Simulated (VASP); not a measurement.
A run of VASP 6.6.1 is set up as follows.

File INCAR:

```
ALGO = Normal ; EDIFF = 1E-6
ENCUT = 520 ; ISIF = 2
ISMEAR = -1 ; LASPH = True
LCHARG = True ; LELF = True
LREAL = False ; LVHAR = True
LWAVE = False ; NBANDS = 16
NELM = 100 ; PREC = Accurate
SIGMA = 0.05
```

The input KPOINTS:

```
k-points
0
Gamma
  10 10 10
```

POSCAR

```
GaSb
1.0
   -1.5763757296      2.7102044447      2.9313872741
    1.5763757296     -2.7102044447      2.9313872741
    1.5763757296      2.7102044447     -2.9313872741
Sb Ga
1 1
Direct
    0.5000000000      0.5000000000      0.0000000000
    0.0000000000      0.0000000000      0.0000000000
```

Potentials or basis: VASP PAW LDA potentials, release 64 (Sb, Ga_d).

Command:

```console
$ cat potpaw_LDA.64/Sb/POTCAR potpaw_LDA.64/Ga_d/POTCAR > POTCAR
$ mpirun -np 1 vasp_std > vasp.out
```

(1) What does it give for the band gap on the k mesh?

(2) Predict the pressure.

Results:

(1) zero (band 9 reaches 7.71 eV, above the bottom of band 10 at 3.57 eV).

(2) -6.1 GPa.

Caveat: spin-orbit coupling is left out, which moves the levels of the heavy elements.
